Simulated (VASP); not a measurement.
A run of VASP 6.6.1:

Contents of INCAR:

```
SYSTEM = P
PREC = Accurate
ENCUT = 600
EDIFF = 1E-7
ISMEAR = -1
SIGMA = 0.05
LREAL = .False.
LASPH = .True.
NELM = 100
ALGO = Normal
ISIF = 3
LWAVE = .False.
LCHARG = .False.
GGA = PE
IBRION = 2
NSW = 100
EDIFFG = -0.005
```

KPOINTS

```
Automatic mesh
0
Gamma
  20 20 20
  0 0 0
```

The input POSCAR:

```
P
1.0
    0.0000000000      1.7717639764      1.7717639764
    1.7717639764      0.0000000000      1.7717639764
    1.7717639764      1.7717639764      0.0000000000
P
1
Direct
    0.0000000000      0.0000000000      0.0000000000
```

Potentials or basis: VASP PAW PBE potentials, release 64 (P).

Command:

```bash
$ cat potpaw_PBE.64/P/POTCAR > POTCAR
$ mpirun -np 1 vasp_std > vasp.out
```

Hardware: 1 thread of Intel(R) Xeon(R) Platinum 8375C CPU @ 2.90GHz (Ice Lake) (shared host).

Q: How long does it take, and how much memory?

A: Wall time 30 s on 1 thread of Intel(R) Xeon(R) Platinum 8375C CPU @ 2.90GHz (Ice Lake), on a shared host, peak memory 0.13 GiB. Counts: scf iterations 39, k points 256, ion steps 5.
